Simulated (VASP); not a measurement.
# Y3NbO (P-62m) in VASP: relaxation of cell and atoms with PBE

Aim: the relaxation of cell and atoms of Y3NbO with PBE.

Everything below comes from runs of VASP 6.6.1. Logs are shortened: lines on timing, memory, paths and dates and some standing lists are left out, and cuts for length are marked.

### Step 1. The cell of the first run

It takes space group P-62m (No. 189, hexagonal). The conventional cell has a = 5.032 Å, b = 5.032 Å, c = 5.210 Å, α = 90.00°, β = 90.00°, γ = 120.00°. Within 3.1 Å of Y (site symmetry m2m) lie 2 Nb at 2.35 to 2.68 Å and 4 Y at 2.53 Å. Within 3.1 Å of Nb (site symmetry -62m) lie 6 Y at 2.35 to 2.68 Å and 2 O at 2.61 Å. O (site symmetry -62m) has 2 Nb at 2.61 Å and 12 Y at 3.51 to 3.74 Å within 3.8 Å.

The cell was generated, and may not be a known phase.

### Step 2. Relaxation of cell and atoms, PBE

File INCAR:

```
SYSTEM = Y3NbO
ALGO = Normal
EDIFF = 1E-7
EDIFFG = -0.04
ENCUT = 1340
GGA = PE
GGA_COMPAT = .False.
IBRION = 2
ISIF = 3
ISMEAR = 0
LASPH = .True.
LCHARG = .False.
LREAL = .False.
LWAVE = .False.
NELM = 120
NELMIN = 4
NSW = 90
PREC = Accurate
SIGMA = 0.1
```

File KPOINTS:

```
k-points
0
Gamma
  6 6 4
  0 0 0
```

File POSCAR:

```
Y3NbO
1.0
    5.0323641100      0.0000000000      0.0000000000
   -2.5161820500      4.3581551600      0.0000000000
    0.0000000000      0.0000000000      5.2103111400
Y Nb O
3 1 1
Direct
    0.4671788500      0.0000000000      0.5000000000
    0.0000000000      0.4671788500      0.5000000000
    0.5328211500      0.5328211500      0.5000000000
    0.0000000000      0.0000000000      0.5000000000
    0.0000000000      0.0000000000      0.0000000000
```

Potentials or basis: VASP PAW PBE potentials, release 64 (Y_sv, Nb_sv, O_h).

Command:

```bash
$ cat potpaw_PBE.64/Y_sv/POTCAR potpaw_PBE.64/Nb_sv/POTCAR potpaw_PBE.64/O_h/POTCAR > POTCAR
$ mpirun -np 1 vasp_std > vasp.out
```

OUTCAR:

```text
SYSTEM = Y3NbO
   EDIFF = 1E-7
   EDIFFG = -0.04
   ENCUT = 1340
   GGA = PE
   IBRION = 2
   ISIF = 3
   ISMEAR = 0
   LASPH = .True.
   LREAL = .False.
   NELM = 120
   NELMIN = 4
   NSW = 90
   PREC = Accurate

 ion  position               nearest neighbor table
   1  0.467  0.000  0.500-   4 2.35   3 2.53   3 2.53   2 2.53   2 2.53   4 2.68   2 4.07   3 4.07

   2  0.000  0.467  0.500-   4 2.35   3 2.53   3 2.53   1 2.53   1 2.53   4 2.68   1 4.07   3 4.07

   3  0.533  0.533  0.500-   4 2.35   1 2.53   1 2.53   2 2.53   2 2.53   4 2.68   2 4.07   1 4.07

   4  0.000  0.000  0.500-   2 2.35   1 2.35   3 2.35   2 2.68   1 2.68   3 2.68
   5  0.000  0.000  0.000-

  LATTYP: Found a hexagonal cell.
 ALAT       =     5.0323641100
 C/A-ratio  =     1.0353605236

  Lattice vectors:

 A1 = (   5.0323641100,   0.0000000000,   0.0000000000)
 A2 = (  -2.5161820500,   4.3581551600,   0.0000000000)
 A3 = (   0.0000000000,   0.0000000000,   5.2103111400)

Analysis of symmetry for initial positions (statically):
=====================================================================
 Subroutine PRICEL returns:
 Original cell was already a primitive cell.

 Routine SETGRP: Setting up the symmetry group for a
 hexagonal supercell.

 Subroutine GETGRP returns: Found 12 space group operations
 (whereof 12 operations were pure point group operations)
 out of a pool of 24 trial point group operations.

The static configuration has the point symmetry D_3h.

Analysis of symmetry for dynamics (positions and initial velocities):
=====================================================================
 Subroutine PRICEL returns:
 Original cell was already a primitive cell.

 Routine SETGRP: Setting up the symmetry group for a
 hexagonal supercell.

 Subroutine GETGRP returns: Found 12 space group operations
 (whereof 12 operations were pure point group operations)
 out of a pool of 24 trial point group operations.

The dynamic configuration has the point symmetry D_3h.

 Subroutine INISYM returns: Found 12 space group operations
 (whereof 12 operations are pure point group operations),
 and found     1 'primitive' translations

----------------------------------------------------------------------------------------

                                     Primitive cell

  volume of cell :     114.2716

  direct lattice vectors                    reciprocal lattice vectors
     5.032364110  0.000000000  0.000000000     0.198713761  0.114727443  0.000000000
    -2.516182050  4.358155160  0.000000000     0.000000000  0.229454887  0.000000000
     0.000000000  0.000000000  5.210311140     0.000000000  0.000000000  0.191927118

  length of vectors
     5.032364110  5.032364107  5.210311140     0.229454887  0.229454887  0.191927118

  position of ions in fractional coordinates (direct lattice)
     0.467178850  0.000000000  0.500000000
     0.000000000  0.467178850  0.500000000
     0.532821150  0.532821150  0.500000000
     0.000000000  0.000000000  0.500000000
     0.000000000  0.000000000  0.000000000

  ion indices of the primitive-cell ions
   primitive index   ion index
                 1           1
                 2           2
                 3           3
                 4           4
                 5           5

----------------------------------------------------------------------------------------

 KPOINTS: k-points

Automatic generation of k-mesh.
 Grid dimensions read from file:
 generate k-points for:    6    6    4

 Generating k-lattice:

  Cartesian coordinates                     Fractional coordinates (reciprocal lattice)
     0.033118960  0.019121241  0.000000000     0.166666667  0.000000000  0.000000000
     0.000000000  0.038242481  0.000000000     0.000000000  0.166666667  0.000000000
     0.000000000  0.000000000  0.047981779     0.000000000  0.000000000  0.250000000

  Length of vectors
     0.038242481  0.038242481  0.047981779

  Shift w.r.t. Gamma in fractional coordinates (k-lattice)
     0.000000000  0.000000000  0.000000000

 Subroutine IBZKPT returns following result:
 ===========================================

 Found     21 irreducible k-points:

 Following reciprocal coordinates:
            Coordinates               Weight
  0.000000  0.000000  0.000000      1.000000
  0.166667  0.000000  0.000000      6.000000
  0.333333 -0.000000  0.000000      6.000000
  0.500000 -0.000000  0.000000      3.000000
  0.166667  0.166667  0.000000      6.000000
  0.333333  0.166667  0.000000     12.000000
[... 13 lines left out ...]
  0.333333  0.166667  0.500000     12.000000
  0.333333  0.333333  0.500000      2.000000
   k-points           NKPTS =     21   k-points in BZ     NKDIM =     21   number of bands    NBANDS=     31
   number of dos      NEDOS =    301   number of ions     NIONS =      5
   total plane-waves  NPLWV = 230400
   dimension x,y,z NGX =    60 NGY =   60 NGZ =   64
   dimension x,y,z NGXF=   120 NGYF=  120 NGZF=  128
   ions per type =               3   1   1
   NGX,Y,Z   is equivalent  to a cutoff of  19.82, 19.82, 20.42 a.u.
   NGXF,Y,Z  is equivalent  to a cutoff of  39.64, 39.64, 40.84 a.u.
 SYSTEM =  Y3NbO
   PREC   = accura    normal or accurate (medium, high low for compatibility)
   ISTART =      0    job   : 0-new  1-cont  2-samecut
   ICHARG =      2    charge: 1-file 2-atom 10-const
   ISPIN  =      1    spin polarized calculation?
   LNONCOLLINEAR =      F non collinear calculations
   LSORBIT =      F    spin-orbit coupling
   LASPH  =      T    aspherical Exc in radial PAW
   ENCUT  = 1340.0 eV  98.49 Ry    9.92 a.u.  15.02 15.02 15.55*2*pi/ulx,y,z
   NELM   =    120;   NELMIN=  4; NELMDL= -5     # of ELM steps
   EDIFF  = 0.1E-06   stopping-criterion for ELM
   LREAL  =      F    real-space projection
   EDIFFG = -.4E-01   stopping-criterion for IOM
   NSW    =     90    number of steps for IOM
   IBRION =      2    ionic relax: 0-MD 1-quasi-New 2-CG
   NFREE  =      1    steps in history (QN), initial steepest desc. (CG)
   ISIF   =      3    stress and relaxation
   ISYM   =      2    0-nonsym 1-usesym 2-fastsym
   POTIM  = 0.5000    time-step for ionic-motion
   TEBEG  =    0.0;   TEEND  =   0.0 temperature during run
   PSTRESS=    0.0 pullay stress
   NELECT =      52.0000    total number of electrons
   NUPDOWN=      -1.0000    fix difference up-down
   EMIN   =  10.00;   EMAX   =-10.00  energy-range for DOS
   EFERMI =   0.00;   METHOD = LEGACY
   ISMEAR =     0;   SIGMA  =   0.10  broadening in eV -4-tet -1-fermi 0-gaus
   EFERMI_NEDOS =   21; number of points for ismear=-14 and -15
   IALGO  =     38    algorithm
   IMIX   =      4    mixing-type and parameters
     AMIX     =   0.40;   BMIX     =  1.00
     AMIX_MAG =   1.60;   BMIX_MAG =  1.00
  volume/ion in A,a.u.               =      22.85       154.23
  Fermi-wavevector in a.u.,A,eV,Ry     =   1.259205  2.379553 21.573364  1.585598
  Thomas-Fermi vector in A             =   2.392776
   LORBIT       =      0    0 simple, 1 ext, 2 COOP (PROOUT), +10 PAW based schemes
   GGA     = PE    functional components
   LHFCALC =     F    Hartree Fock is set to
   AEXX    =    0.0000 exact exchange contribution
   IVDW    =     0    specifies the selected vdW correction
   LEPSILON=     F    determine dielectric tensor
   LRPA    =     F    only Hartree local field effects (RPA)
 conjugate gradient relaxation of ions
 non-spin polarized calculation
 Gauss-broadening in eV      SIGMA  =   0.10
  energy-cutoff  :     1340.00
  volume of cell :      114.27
 maximum number of plane-waves:     12763
   NGX = 31   NGY = 31   NGZ = 31

--------------------------------------- Ionic step        1  -------------------------------------------

 number of electron      52.0000000 magnetization

 Free energy of the ion-electron system (eV)
  ---------------------------------------------------
  ext. energy  EPLUGINS =         0.00000000
  ---------------------------------------------------
  free energy    TOTEN  =       -21.94707783 eV

  energy without entropy =      -21.90511727  energy(sigma->0) =      -21.92609755

 E-fermi :   3.7543     XC(G=0):  -9.5656

 val. band max:        3.7395561077   @ k =   0.3333   0.1667   0.2500
 cond. band min:       3.7614383624   @ k =   0.5000  -0.0000   0.0000
 fundamental gap:      0.0218822548
 Fermi energy:         3.7543183511

 k-point     1 :       0.0000    0.0000    0.0000
  band No.  band energies     occupation
      1     -50.3351      2.00000
      2     -38.8126      2.00000
      3     -37.5814      2.00000
      4     -37.5814      2.00000
      5     -27.2920      2.00000
      6     -27.2920      2.00000
[... 813 lines left out ...]
  FREE ENERGIE OF THE ION-ELECTRON SYSTEM (eV)
  ---------------------------------------------------
  free  energy   TOTEN  =       -31.8281694473 eV

  energy  without entropy=      -31.7799282358  energy(sigma->0) =      -31.80404884

[... ionic steps 4 to 16 ...]

--------------------------------------- Ionic step       17  -------------------------------------------

 number of electron      51.9999999 magnetization

------------------------ aborting loop because EDIFF is reached ----------------------------------------

  FORCE on cell =-STRESS in cart. coord.  units (eV):
  Direction    XX          YY          ZZ          XY          YZ          ZX
  --------------------------------------------------------------------------------------
  -------------------------------------------------------------------------------------
  Total        0.0199624      0.0199624     -0.2390931      0.0000000     -0.0000000      0.0000000
  in kB        0.2194875      0.2194875     -2.6288345      0.0000000     -0.0000000      0.0000000
  external PRESSURE =      -0.7299532 kB  Pullay stress =       0.0000000 kB
[... 63 lines left out ...]
  energy  without entropy=      -34.6239126979  energy(sigma->0) =      -34.64442009

--------------------------------------- Ionic step       19  -------------------------------------------

 number of electron      51.9999999 magnetization

 Free energy of the ion-electron system (eV)
  ---------------------------------------------------
  ext. energy  EPLUGINS =         0.00000000
  ---------------------------------------------------
  free energy    TOTEN  =       -34.66540791 eV

  energy without entropy =      -34.62437782  energy(sigma->0) =      -34.64489287

 E-fermi :   3.5079     XC(G=0):  -9.2276

 val. band max:        3.5062319947   @ k =   0.1667   0.1667   0.5000
 cond. band min:       3.5219971717   @ k =   0.3333  -0.0000   0.2500
 fundamental gap:      0.0157651770
 Fermi energy:         3.5079400729

 k-point     1 :       0.0000    0.0000    0.0000
  band No.  band energies     occupation
      1     -51.8570      2.00000
      2     -39.5759      2.00000
      3     -39.4935      2.00000
      4     -39.4935      2.00000
      5     -28.4977      2.00000
      6     -27.7286      2.00000
[... 735 lines left out ...]
  FREE ENERGIE OF THE ION-ELECTRON SYSTEM (eV)
  ---------------------------------------------------
  free  energy   TOTEN  =       -34.6654079110 eV

  energy  without entropy=      -34.6243778195  energy(sigma->0) =      -34.64489287

 reached required accuracy - stopping structural energy minimisation
```

Run time: 64 min. Hardware: 1 thread of Intel Xeon 6975P-C (Granite Rapids), shared host; peak memory 0.87 GiB.

Results:

| Property | Result |
| --- | --- |
| Free energy | -34.6654 eV |
| Relaxed volume | 29.14 Å³/atom |
| Relaxed cell | a = 6.627 Å, b = 6.627 Å, c = 3.831 Å, α = 90.00°, β = 90.00°, γ = 120.00° |
| Space group after relaxing (to 0.1 Å) | P6/mmm (No. 191) |
| Energy gained by relaxing | 2543.7 meV/atom |
| Ionic steps | 19 |
| Pressure after relaxing | 0.0 GPa |
| Band gap on the k mesh | zero (bands 26 and 27 overlap by 0.54 eV) |

Forces in eV/Å, atoms in the order of the input:
```
Y    0.003  0.000  0.000
Y   -0.001  0.003  0.000
Y   -0.001 -0.003  0.000
Nb   0.000  0.000  0.000
O    0.000  0.000  0.000
```

Step by step:
| step | energy change (eV) | largest force (eV/Å) | pressure (GPa) | volume (Å³) |
| --- | --- | --- | --- | --- |
| 1 | 0.0000 | 0.7276 | 30.29 | 114.27 |
| 2 | -10.0457 | 0.0286 | -9.07 | 189.30 |
| 3 | -9.8811 | 0.0045 | -7.06 | 177.01 |
| 4 | -10.0129 | 0.0228 | -8.21 | 183.47 |
| 5 | -12.1115 | 0.1458 | 3.19 | 149.66 |
| 6 | -12.5375 | 0.1443 | -2.88 | 157.62 |
| 7 | -12.5394 | 0.1447 | -2.56 | 157.08 |
| 8 | -12.6752 | 0.1736 | -0.25 | 147.16 |
| 9 | -12.6786 | 0.1769 | 0.22 | 145.49 |
| 10 | -12.6826 | 0.1630 | -0.17 | 145.95 |
| 11 | -12.6827 | 0.1604 | -0.24 | 146.04 |
| 12 | -12.6857 | 0.1521 | -0.22 | 145.96 |
| 13 | -12.6938 | 0.1283 | -0.13 | 145.71 |
| 14 | -12.7059 | 0.0865 | 0.05 | 145.21 |
| 15 | -12.7154 | 0.0153 | 0.47 | 144.21 |
| 16 | -12.7170 | 0.0034 | -0.40 | 146.74 |
| 17 | -12.7182 | 0.0040 | -0.07 | 145.72 |
| 18 | -12.7178 | 0.0011 | 0.11 | 145.66 |
| 19 | -12.7183 | 0.0030 | 0.00 | 145.70 |

Final structure:
```
Y Nb O
1.0
     6.62699    0.00000    0.00000
    -3.31349    5.73914    0.00000
     0.00000    0.00000    3.83077
Y Nb O
3 1 1
Direct
  0.49949 0.00000 0.50000
  0.00000 0.49949 0.50000
  0.50051 0.50051 0.50000
  0.00000 0.00000 0.50000
  0.00000 0.00000 0.00000
```

Caveat: the volume moved by over 15 % at a fixed basis, so the end points are rough.
